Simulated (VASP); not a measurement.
# Ti3N3Cl: single point with PBE

The system is Ti3N3Cl, a slab with vacuum.

```
CELL_PARAMETERS angstrom
3.00286 0.00000 0.00000
-1.50143 2.60055 0.00000
0.00000 0.00000 21.55415
ATOMIC_POSITIONS crystal
N 0.33333 0.66667 0.18558
N 0.00000 0.00000 0.29933
N 0.66667 0.33333 0.41473
Ti 0.66667 0.33333 0.24245
Ti 0.33333 0.66667 0.35751
Ti 0.00000 0.00000 0.46646
Cl 0.00000 0.33333 0.55958
```

```
Program             : VASP 6.6.1
Task                : single point
Functional          : PBE
Potentials or basis : VASP PAW PBE potentials, release 64 (N, Ti_sv, Cl)
Cutoff              : 520 eV
k mesh              : 9 × 9 × 1
Occupations         : gaussian, width 0.1 eV
Spin                : no spin polarisation
```

```yaml
Largest_force: 5.497 eV/Å
Band_gap_on_the_k_mesh: zero (band 29 reaches 0.66 eV, above the bottom of band 30 at 0.50 eV)
```

Forces in eV/Å, atoms in the order of the input:
```
N    0.005  0.014  4.233
N   -0.013  0.015  1.306
N   -0.040 -0.216  0.032
Ti   0.006 -0.006 -5.497
Ti   0.050 -0.082 -0.140
Ti   0.409 -0.491  0.066
Cl  -0.417  0.766  0.000
```

Levels at points of the mesh, in eV from the Fermi level:
| k point | band 26 | band 27 | band 28 | band 29 | band 30 | band 31 | band 32 | band 33 |
| --- | --- | --- | --- | --- | --- | --- | --- | --- |
| (0.00, 0.00, 0.00) | -1.00 | -0.35 | -0.33 | 0.16 | 0.21 | 0.46 | 1.21 | 1.28 |

Run time: 11 min on 1 thread of Oxide Virtual Turin-like Processor (shared host), peak memory 0.4 GiB.
